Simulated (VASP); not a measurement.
# Pb (P-1) in VASP: further runs

Pb is run at these levels: BLYP, r2SCAN, PBE; tasks: single point.

Everything below comes from runs of VASP 6.6.1. Logs are shortened: lines on timing, memory, paths and dates and some standing lists are left out, and cuts for length are marked.

## 1. The cell of the first run

The typed cell holds 1 atom: a = 3.476 Å, b = 3.523 Å, c = 3.499 Å, α = 59.64°, β = 59.57°, γ = 60.06°.

## 2. Single point, BLYP

The input, INCAR:

```
PREC = Accurate
ENCUT = 520
EDIFF = 1E-6
ISMEAR = -1
SIGMA = 0.05
LREAL = False
LASPH = True
NELM = 100
ALGO = Normal
ISIF = 2
LWAVE = False
LCHARG = True
GGA = B5
ALDAX = 1.0
AGGAX = 1.0
AGGAC = 1.0
ALDAC = 0.0
LELF = True
LVHAR = True
NBANDS = 13
```

The input, KPOINTS:

```
regular mesh
0
Gamma
  5 5 5
```

The input, POSCAR:

```
Pb
1.0
    0.0193336300      2.4628699300      2.4528113600
    2.5028571400     -0.0067465600      2.4788915500
    2.4813249000      2.4674178800      0.0147856800
Pb
1
Direct
    0.0000000000      0.0000000000      0.0000000000
```

Potentials or basis: VASP PAW PBE potentials, release 64 (Pb_d).

Started as:

```console
> cat potpaw_PBE.64/Pb_d/POTCAR > POTCAR
> mpirun -np 1 vasp_std > vasp.out
```

OUTCAR:

```text
PREC = Accurate
   ENCUT = 520
   EDIFF = 1E-6
   ISMEAR = -1
   LREAL = False
   LASPH = True
   NELM = 100
   ISIF = 2
   GGA = B5

 ion  position               nearest neighbor table
   1  0.000  0.000  0.000-

  LATTYP: Found a triclinic cell.
 ALAT       =     6.0759608958
 B/A-ratio  =     0.5747170059
 C/A-ratio  =     0.5720860747
 COS(alpha) =     0.0040486270
 COS(beta)  =     0.2850159522
 COS(gamma) =     0.8682541366

  Lattice vectors:

 A1 = (   2.5050557500,  -4.9437809300,   2.4901860600)
 A2 = (   0.0215322400,  -2.4741644400,   2.4641058700)
 A3 = (  -0.0193336300,  -2.4628699300,  -2.4528113600)

Analysis of symmetry for initial positions (statically):
=====================================================================
 Subroutine PRICEL returns:
 Original cell was already a primitive cell.

 Routine SETGRP: Setting up the symmetry group for a
 triclinic supercell.

 Subroutine GETGRP returns: Found  2 space group operations
 (whereof  2 operations were pure point group operations)
 out of a pool of  2 trial point group operations.

The static configuration has the point symmetry S_2 .

Analysis of symmetry for dynamics (positions and initial velocities):
=====================================================================
 Subroutine PRICEL returns:
 Original cell was already a primitive cell.

 Routine SETGRP: Setting up the symmetry group for a
 triclinic supercell.

 Subroutine GETGRP returns: Found  2 space group operations
 (whereof  2 operations were pure point group operations)
 out of a pool of  2 trial point group operations.

The dynamic configuration has the point symmetry S_2 .

 Subroutine INISYM returns: Found  2 space group operations
 (whereof  2 operations are pure point group operations),
 and found     1 'primitive' translations

----------------------------------------------------------------------------------------

                                     Primitive cell

  volume of cell :      30.1282

  direct lattice vectors                    reciprocal lattice vectors
     0.019333630  2.462869930  2.452811360    -0.203017904  0.202930537  0.205532950
     2.502857140 -0.006746560  2.478891550     0.199670019 -0.202001412  0.201255941
     2.481324900  2.467417880  0.014785680     0.203189651  0.202173159 -0.204603826

  length of vectors
     3.475972619  3.522675503  3.499334633     0.353045133  0.348104354  0.352168633

  position of ions in fractional coordinates (direct lattice)
     0.000000000  0.000000000  0.000000000

  ion indices of the primitive-cell ions
   primitive index   ion index
                 1           1

----------------------------------------------------------------------------------------

 KPOINTS: regular mesh

Automatic generation of k-mesh.
 Grid dimensions read from file:
 generate k-points for:    5    5    5

 Generating k-lattice:

  Cartesian coordinates                     Fractional coordinates (reciprocal lattice)
    -0.040603581  0.040586107  0.041106590     0.200000000  0.000000000 -0.000000000
     0.039934004 -0.040400282  0.040251188    -0.000000000  0.200000000 -0.000000000
     0.040637930  0.040434632 -0.040920765     0.000000000  0.000000000  0.200000000

  Length of vectors
     0.070609027  0.069620871  0.070433727

  Shift w.r.t. Gamma in fractional coordinates (k-lattice)
     0.000000000  0.000000000  0.000000000

 Subroutine IBZKPT returns following result:
 ===========================================

 Found     63 irreducible k-points:

 Following reciprocal coordinates:
            Coordinates               Weight
  0.000000  0.000000  0.000000      1.000000
  0.200000  0.000000  0.000000      2.000000
  0.400000  0.000000  0.000000      2.000000
 -0.000000  0.200000 -0.000000      2.000000
  0.200000  0.200000  0.000000      2.000000
  0.400000  0.200000  0.000000      2.000000
[... 16 lines left out ...]
 -0.200000  0.200000  0.200000      2.000000
 -0.000000  0.400000  0.200000      2.000000
 [... further k-points ...]
   k-points           NKPTS =     63   k-points in BZ     NKDIM =     63   number of bands    NBANDS=     13
   number of dos      NEDOS =    301   number of ions     NIONS =      1
   total plane-waves  NPLWV =  21952
   dimension x,y,z NGX =    28 NGY =   28 NGZ =   28
   dimension x,y,z NGXF=    56 NGYF=   56 NGZF=   56
   ions per type =               1
   NGX,Y,Z   is equivalent  to a cutoff of  13.39, 13.21, 13.30 a.u.
   NGXF,Y,Z  is equivalent  to a cutoff of  26.78, 26.43, 26.60 a.u.
 SYSTEM =  unknown system
   PREC   = accura    normal or accurate (medium, high low for compatibility)
   ISTART =      0    job   : 0-new  1-cont  2-samecut
   ICHARG =      2    charge: 1-file 2-atom 10-const
   ISPIN  =      1    spin polarized calculation?
   LNONCOLLINEAR =      F non collinear calculations
   LSORBIT =      F    spin-orbit coupling
   LASPH  =      T    aspherical Exc in radial PAW
[... 54 lines left out ...]
 fundamental gap:      0.0239524212
 Fermi energy:         7.5881533893

 k-point     1 :       0.0000    0.0000    0.0000
  band No.  band energies     occupation
      1      -9.2604      2.00000
      2      -9.2473      2.00000
      3      -9.2335      2.00000
      4      -9.1030      2.00000
      5      -9.1003      2.00000
      6      -3.9833      2.00000
      7      14.9413      0.00000
      8      15.1333      0.00000
      9      15.3287      0.00000
     10      17.9244      0.00000
     11      19.6875      0.00000
     12      20.3169      0.00000
     13      20.5678      0.00000

 k-point     2 :       0.2000    0.0000    0.0000
  band No.  band energies     occupation
      1      -9.2459      2.00000
      2      -9.2168      2.00000
      3      -9.2020      2.00000
      4      -9.0901      2.00000
      5      -9.0891      2.00000
      6      -3.2015      2.00000
      7      10.2637      0.00000
      8      14.2243      0.00000
      9      14.3774      0.00000
     10      17.1645      0.00000
     11      20.2425      0.00000
     12      20.7296      0.00000
     13      20.8848      0.00000

 k-point     3 :       0.4000    0.0000    0.0000
  band No.  band energies     occupation
      1      -9.2683      2.00000
      2      -9.2355      2.00000
      3      -9.2203      2.00000
      4      -8.9878      2.00000
      5      -8.9761      2.00000
      6      -1.0544      2.00000
      7       4.8907      2.00000
      8      13.2703      0.00000
      9      13.4068      0.00000
     10      17.1124      0.00000
     11      18.0713      0.00000
     12      19.2850      0.00000
     13      19.4532      0.00000

 k-point     4 :      -0.0000    0.2000   -0.0000
  band No.  band energies     occupation
      1      -9.2574      2.00000
      2      -9.2219      2.00000
      3      -9.2024      2.00000
      4      -9.0844      2.00000
      5      -9.0836      2.00000
      6      -3.2287      2.00000
      7       9.9819      0.00000
      8      14.4123      0.00000
      9      14.5796      0.00000
     10      17.3467      0.00000
     11      20.3195      0.00000
     12      20.8200      0.00000
     13      21.0449      0.00000

 k-point     5 :       0.2000    0.2000    0.0000
  band No.  band energies     occupation
      1      -9.2967      2.00000
      2      -9.1681      2.00000
      3      -9.1478      2.00000
      4      -9.1412      2.00000
      5      -9.0577      2.00000
      6      -2.9502      2.00000
      7      11.4182      0.00000
      8      12.4788      0.00000
      9      12.5182      0.00000
     10      16.1261      0.00000
     11      17.1047      0.00000
     12      23.7490      0.00000
     13      23.9050      0.00000
[... 257 lines left out ...]
 k-point    22 :      -0.4000    0.2000    0.2000
  band No.  band energies     occupation
      1      -9.2757      2.00000
      2      -9.1878      2.00000
      3      -9.1499      2.00000
      4      -9.0325      2.00000
      5      -8.9845      2.00000
      6       0.0692      2.00000
      7       4.6505      2.00000
      8       9.0876      0.00000
      9      12.2633      0.00000
     10      15.7731      0.00000
     11      20.5596      0.00000
     12      21.1890      0.00000
     13      23.6976      0.00000

 k-point    23 :      -0.2000    0.2000    0.2000
  band No.  band energies     occupation
      1      -9.3121      2.00000
      2      -9.2088      2.00000
      3      -9.1234      2.00000
      4      -9.0637      2.00000
      5      -8.9702      2.00000
      6      -1.2462      2.00000
      7       6.8388      2.00000
      8      10.6929      0.00000
      9      11.5676      0.00000
     10      15.4653      0.00000
     11      18.7933      0.00000
     12      22.1674      0.00000
     13      22.5308      0.00000

 k-point    24 :      -0.0000    0.4000    0.2000
  band No.  band energies     occupation
      1      -9.3123      2.00000
      2      -9.2064      2.00000
      3      -9.1238      2.00000
      4      -9.0671      2.00000
      5      -8.9773      2.00000
      6      -1.3221      2.00000
      7       6.7539      2.00000
      8      10.7379      0.00000
      9      11.7225      0.00000
     10      15.5734      0.00000
     11      18.8415      0.00000
     12      22.3450      0.00000
     13      22.8118      0.00000

 [... further k-points ...]
[... 5 lines left out ...]
  --------------------------------------------------------------------------------------
  -------------------------------------------------------------------------------------
  Total        1.2271164      1.1274366      1.0441399      0.0057818      0.0299169     -0.1154861
  in kB       65.2564373     59.9555968     55.5259886      0.3074662      1.5909393     -6.1414007
  external PRESSURE =      60.2460075 kB  Pullay stress =       0.0000000 kB

 VOLUME and BASIS-vectors are now :
 -----------------------------------------------------------------------------
  energy-cutoff  :      520.00
  volume of cell :       30.13
      direct lattice vectors                 reciprocal lattice vectors
     0.019333630  2.462869930  2.452811360    -0.203017904  0.202930537  0.205532950
     2.502857140 -0.006746560  2.478891550     0.199670019 -0.202001412  0.201255941
     2.481324900  2.467417880  0.014785680     0.203189651  0.202173159 -0.204603826

 POSITION                                       TOTAL-FORCE (eV/Angst)
 -----------------------------------------------------------------------------------
      0.00000      0.00000      0.00000        -0.000000     -0.000000      0.000000
 -----------------------------------------------------------------------------------
    total drift:                               -0.000000     -0.000000     -0.000000

  FREE ENERGIE OF THE ION-ELECTRON SYSTEM (eV)
  ---------------------------------------------------
  free  energy   TOTEN  =        -2.7595554411 eV

  energy  without entropy=       -2.7473290280  energy(sigma->0) =       -2.75344223
```

Wall time 24 s (1 thread of Intel Xeon 6975P-C, shared host); peak memory 0.17 GiB.

Results:

```
Free energy            : -2.7596 eV
Pressure               : 6.0 GPa
Band gap on the k mesh : zero (band 7 reaches 14.94 eV, above the bottom of band 8 at 7.24 eV)
```

Stress tensor (GPa, compression positive):
```
 6.53  0.03 -0.61
 0.03  6.00  0.16
-0.61  0.16  5.55
```

Levels at points of the mesh, in eV from the Fermi level:
| k point | band 5 | band 6 | band 7 | band 8 | band 9 | band 10 |
| --- | --- | --- | --- | --- | --- | --- |
| (0.00, 0.00, 0.00) | -16.69 | -11.57 | 7.35 | 7.55 | 7.74 | 10.34 |

Caveat: the k points lie up to 0.44 Å⁻¹ apart; the PAW data sets were made with another functional, which shifts forces and pressure a little; spin-orbit coupling is left out, which moves the levels of the heavy elements.

## 3. Single point, r2SCAN

POSCAR is that of step 2.

The input, INCAR.step1:

```
ALGO = Normal
EDIFF = 1E-4
ENCUT = 520
GGA = PE
ISMEAR = -1
LASPH = True
LCHARG = False
LREAL = False
LWAVE = True
NBANDS = 13
NELM = 60
PREC = Accurate
SIGMA = 0.05
```

The input, INCAR.step2:

```
ALGO = Normal
EDIFF = 1E-6
ENCUT = 520
ISIF = 2
ISMEAR = -1
ISTART = 1
LASPH = True
LCHARG = True
LELF = True
LMIXTAU = True
LREAL = False
LVHAR = True
LWAVE = False
METAGGA = R2SCAN
NBANDS = 13
NELM = 60
PREC = Accurate
SIGMA = 0.05
```

The input, KPOINTS:

```
k-points
0
Gamma
  5 5 5
```

Potentials or basis: VASP PAW PBE potentials, release 64 (Pb_d).

Started as:

```console
> cat potpaw_PBE.64/Pb_d/POTCAR > POTCAR
> cp INCAR.step1 INCAR
> mpirun -np 1 vasp_std > vasp.out
> cp INCAR.step2 INCAR
> mpirun -np 1 vasp_std > vasp.out
```

It took 74 s on 1 thread of Intel Xeon 6975P-C, shared host; peak memory 0.18 GiB.

Results (log left out):

```
Free energy            : -56.2467 eV
Pressure               : 1.1 GPa
Band gap on the k mesh : zero (band 7 reaches 14.88 eV, above the bottom of band 8 at 6.61 eV)
```

Stress tensor (GPa, compression positive):
```
 1.70  0.03 -0.60
 0.03  1.06  0.15
-0.60  0.15  0.51
```

Levels at points of the mesh, in eV from the Fermi level:
```
           k point  band 5  band 6  band 7  band 8  band 9  band 10
(0.00, 0.00, 0.00)  -17.26  -12.02    7.91    8.11    8.32    10.79
```

Caveat: the k points lie up to 0.44 Å⁻¹ apart; the PAW data sets were made with another functional, which shifts forces and pressure a little; spin-orbit coupling is left out, which moves the levels of the heavy elements.

## 4. Single point, PBE

This run uses another cell than the first one, of 29.53 Å³/atom, 0.980 times its volume.

The input, INCAR:

```
SYSTEM = Pb
  ALGO = Fast
  EDIFF = 1E-7
  ENCUT = 520
  GGA = PE
  ISIF = 2
  ISMEAR = -1
  LASPH = .True.
  LCHARG = .False.
  LREAL = .False.
  LWAVE = .False.
  NBANDS = 13
  NELM = 80
  PREC = Accurate
  SIGMA = 0.05
```

The input, KPOINTS:

```
k-points
0
Gamma
  8 8 8
  0 0 0
```

The input, POSCAR:

```
Pb
1.0
    0.0193336300      2.4628699300      2.4037551328
    2.5028571400     -0.0067465600      2.4293137190
    2.4813249000      2.4674178800      0.0144899664
Pb
1
Direct
    0.0000000000      0.0000000000      0.0000000000
```

Started as:

```console
> cat potpaw_PBE.64/Pb_d/POTCAR > POTCAR
> mpirun -np 1 vasp_std > vasp.out
```

It took 88 s on 1 thread of Intel Xeon 6975P-C, shared host; peak memory 0.23 GiB.

The run converged. Its results:

* Free energy: -3.5496 eV
* Pressure: 4.0 GPa
* Band gap on the k mesh: zero (band 7 reaches 15.00 eV, above the bottom of band 8 at 6.19 eV)

Stress tensor (GPa, compression positive):
```
 3.89  0.05 -0.26
 0.05  3.69  0.09
-0.26  0.09  4.28
```

Levels at points of the mesh, in eV from the Fermi level:
```csv
k point,band 4,band 5,band 6,band 7,band 8,band 9,band 10,band 11
"(0.00, 0.00, 0.00)",-16.93,-16.89,-11.91,7.45,7.67,7.85,9.83,11.66
"(0.50, 0.00, 0.00)",-16.77,-16.75,-8.03,-4.29,5.43,5.85,9.25,9.56
"(0.00, 0.50, 0.00)",-16.77,-16.76,-8.22,-4.33,5.64,6.10,9.40,9.81
"(0.50, 0.50, 0.00)",-16.73,-16.72,-6.44,-3.19,1.86,1.91,5.29,6.57
"(0.00, 0.00, 0.50)",-16.77,-16.75,-8.06,-4.30,5.44,5.91,9.28,9.59
"(0.50, 0.00, 0.50)",-16.74,-16.71,-6.72,-3.40,1.97,2.41,5.54,6.87
"(0.00, 0.50, 0.50)",-16.74,-16.72,-6.78,-3.45,2.17,2.36,5.63,6.90
"(0.50, 0.50, 0.50)",-16.77,-16.76,-8.17,-4.32,5.58,6.04,9.36,9.74
```

Caveat: spin-orbit coupling is left out, which moves the levels of the heavy elements.

## 5. Single point, PBE

This run uses another cell than the first one, of 29.83 Å³/atom, 0.990 times its volume.

The input, INCAR:

```
SYSTEM = Pb
ALGO     = Normal         ! electronic algorithm
EDIFF    = 1E-6           ! SCF threshold, eV
ENCUT    = 520            ! plane-wave cutoff, eV
GGA      = PE             ! functional
ISIF     = 2              ! what is computed and relaxed
ISMEAR   = -1             ! smearing method
LASPH    = .TRUE.         ! aspherical terms in the spheres
LCHARG   = .FALSE.        ! write CHGCAR
LREAL    = .FALSE.        ! projectors in reciprocal space
LWAVE    = .FALSE.        ! write WAVECAR
NBANDS   = 13             ! bands
NELM     = 100            ! most SCF steps
PREC     = Accurate       ! precision mode
SIGMA    = 0.05           ! smearing width, eV
```

The input, KPOINTS:

```
k-points
0
G
  8 8 8
  0 0 0
```

The input, POSCAR:

```
Pb
1.0
    0.0193336300      2.4628699300      2.4282832464
    2.5028571400     -0.0067465600      2.4541026345
    2.4813249000      2.4674178800      0.0146378232
Pb
1
Direct
    0.0000000000      0.0000000000      0.0000000000
```

Started as:

```console
> cat potpaw_PBE.64/Pb_d/POTCAR > POTCAR
> mpirun -np 1 vasp_std > vasp.out
```

Wall time 54 s (1 thread of Intel Xeon 6975P-C, shared host); peak memory 0.23 GiB.

The run converged. Its results:

- Free energy: -3.5572 eV
- Pressure: 3.4 GPa
- Band gap on the k mesh: zero (band 7 reaches 14.81 eV, above the bottom of band 8 at 6.09 eV)

Stress tensor (GPa, compression positive):
```
 3.35  0.04 -0.38
 0.04  3.22  0.12
-0.38  0.12  3.62
```

Levels at points of the mesh, in eV from the Fermi level:
| k point | band 3 | band 4 | band 5 | band 6 | band 7 | band 8 | band 9 | band 10 | band 11 | band 12 |
| --- | --- | --- | --- | --- | --- | --- | --- | --- | --- | --- |
| (0.00, 0.00, 0.00) | -17.04 | -16.92 | -16.90 | -11.84 | 7.37 | 7.58 | 7.77 | 9.82 | 11.53 | 12.44 |
| (0.50, 0.00, 0.00) | -17.03 | -16.77 | -16.75 | -8.02 | -4.24 | 5.45 | 5.72 | 9.23 | 9.49 | 11.14 |
| (0.00, 0.50, 0.00) | -17.03 | -16.77 | -16.76 | -8.21 | -4.28 | 5.66 | 5.98 | 9.37 | 9.75 | 11.26 |
| (0.50, 0.50, 0.00) | -16.78 | -16.73 | -16.72 | -6.53 | -3.21 | 1.94 | 1.98 | 5.33 | 6.61 | 18.19 |
| (0.00, 0.00, 0.50) | -17.03 | -16.77 | -16.76 | -8.06 | -4.25 | 5.46 | 5.78 | 9.26 | 9.53 | 11.14 |
| (0.50, 0.00, 0.50) | -16.78 | -16.74 | -16.72 | -6.70 | -3.33 | 1.93 | 2.34 | 5.47 | 6.79 | 18.36 |
| (0.00, 0.50, 0.50) | -16.78 | -16.74 | -16.72 | -6.76 | -3.38 | 2.13 | 2.27 | 5.55 | 6.82 | 18.46 |
| (0.50, 0.50, 0.50) | -17.03 | -16.77 | -16.76 | -8.16 | -4.27 | 5.61 | 5.91 | 9.33 | 9.69 | 11.22 |

Caveat: spin-orbit coupling is left out, which moves the levels of the heavy elements.

## 6. Summary

```csv
level,cell,k mesh,gap on the mesh (eV),pressure (GPa)
BLYP,"a = 3.476, b = 3.523, c = 3.499 Å, angles 59.6, 59.6, 60.1°, 1 atom",5 × 5 × 5,none,6.0
r2SCAN,"a = 3.476, b = 3.523, c = 3.499 Å, angles 59.6, 59.6, 60.1°, 1 atom",5 × 5 × 5,none,1.1
PBE,"a = 3.442, b = 3.488, c = 3.499 Å, angles 59.3, 59.2, 60.7°, 1 atom",8 × 8 × 8,none,4.0
PBE,"a = 3.459, b = 3.505, c = 3.499 Å, angles 59.5, 59.4, 60.4°, 1 atom",8 × 8 × 8,none,3.4
```

Alike in all rows: task single point; potentials or basis VASP PAW PBE potentials, release 64 (Pb_d); no spin polarisation; cutoff (eV) 520; smearing fermi-dirac 0.05 eV.

Caveats: some runs use coarse meshes; spin-orbit coupling is left out, which moves the levels of the heavy elements; the PAW data sets were made with another functional, which shifts forces and pressure a little (some runs).

Total energies depend on the potentials used, so only differences within one code and one set of settings carry meaning.
